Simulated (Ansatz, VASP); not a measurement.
# K in VASP and in Ansatz

```
K
1.0
    -2.60501    2.60501    2.64418
     2.60501   -2.60501    2.64418
     2.60501    2.60501   -2.64418
K
1
Cartesian
  0.0000 0.0000 0.0000
```

Change from the starting cell: z stretched by +1 % at fixed volume.

Alike in both runs: task single point; functional PBE; k mesh 10 × 10 × 10; occupations fermi-dirac, width 0.08 eV; no spin polarisation.

|  | VASP | Ansatz |
| --- | --- | --- |
| version | VASP 6.6.1 | Ansatz 0.2.0 |
| potentials or method | VASP PAW PBE potentials, release 64 (K_sv), cutoff 520 eV | all-electron LAPW, scalar-relativistic |

|  | VASP | Ansatz | Ansatz less VASP |
| --- | --- | --- | --- |
| pressure (GPa) | 0.1 | 0.1 | +0.01 |

Ansatz ran all-electron here, and VASP with PAW potentials.
